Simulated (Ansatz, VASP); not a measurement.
**Al2O3: VASP beside Ansatz**

Contents of INCAR:

```
SYSTEM = Al2O3
ALGO = Normal ; EDIFF = 1E-6
ENCUT = 520 ; GGA = PE
ISIF = 2 ; ISMEAR = 0
LASPH = .TRUE. ; LCHARG = .FALSE.
LREAL = .FALSE. ; LWAVE = .FALSE.
NBANDS = 35 ; NELM = 60
PREC = Accurate ; SIGMA = 0.05
```

KPOINTS

```
k-points
0
G
  6 6 6
  0 0 0
```

The input POSCAR:

```
Al2O3
1.0
    2.4043544254      1.3881546747      4.3744828318
   -2.4043544254      1.3881546747      4.3744828318
    0.0000000000     -2.7763093495      4.3744828317
Al O
4 6
Direct
    0.8521479318      0.8521479318      0.8521479318
    0.6478520682      0.6478520682      0.6478520682
    0.1478520682      0.1478520682      0.1478520682
    0.3521479318      0.3521479318      0.3521479318
    0.0561765927      0.4438234073      0.7500000000
    0.7500000000      0.0561765927      0.4438234073
    0.4438234073      0.7500000000      0.0561765927
    0.9438234073      0.5561765927      0.2500000000
    0.2500000000      0.9438234073      0.5561765927
    0.5561765927      0.2500000000      0.9438234073
```

Input for Ansatz:

```yaml
crystal:
  lattice:
    - [2.4043544254, 1.3881546747, 4.3744828318]
    - [-2.4043544254, 1.3881546747, 4.3744828318]
    - [0.0, -2.7763093495, 4.3744828317]
  atoms:
    - { symbol: Al, position: [0.8521479318, 0.8521479318, 0.8521479318] }
    - { symbol: Al, position: [0.6478520682, 0.6478520682, 0.6478520682] }
    - { symbol: Al, position: [0.1478520682, 0.1478520682, 0.1478520682] }
    - { symbol: Al, position: [0.3521479318, 0.3521479318, 0.3521479318] }
    - { symbol: O, position: [0.0561765927, 0.4438234073, 0.75] }
    - { symbol: O, position: [0.75, 0.0561765927, 0.4438234073] }
    - { symbol: O, position: [0.4438234073, 0.75, 0.0561765927] }
    - { symbol: O, position: [0.9438234073, 0.5561765927, 0.25] }
    - { symbol: O, position: [0.25, 0.9438234073, 0.5561765927] }
    - { symbol: O, position: [0.5561765927, 0.25, 0.9438234073] }
basis:
  ecutwfc: 420
kpoints:
  mp_grid: { grid: [6, 6, 6] }
hamiltonian:
  xc: pbe
scf:
  occupations: { method: gaussian, width: 0.05 }
output:
  forces: true
  stress: true
  eigenvalues: true
  write_density: true
  write_potential: true
  elf: true
  volumetric_format: npy
```

Alike in both runs: task single point; functional PBE; k mesh 6 × 6 × 6; occupations gaussian, width 0.05 eV; no spin polarisation.

```csv
,VASP,Ansatz
version,VASP 6.6.1,Ansatz 0.2.0
potentials or method,"VASP PAW PBE potentials, release 64 (Al, O), cutoff 520 eV","scalar-relativistic, plane waves, PAW"
valence electrons in the cell,48,48
```

|  | VASP | Ansatz | Ansatz less VASP |
| --- | --- | --- | --- |
| gap on the k mesh at the Fermi level (eV) | 5.85 | 5.85 | +0.004 |
| least direct gap on the mesh (eV) | 5.85 | 5.85 | +0.004 |
| pressure (GPa) | -0.1 | 0.0 | +0.16 |
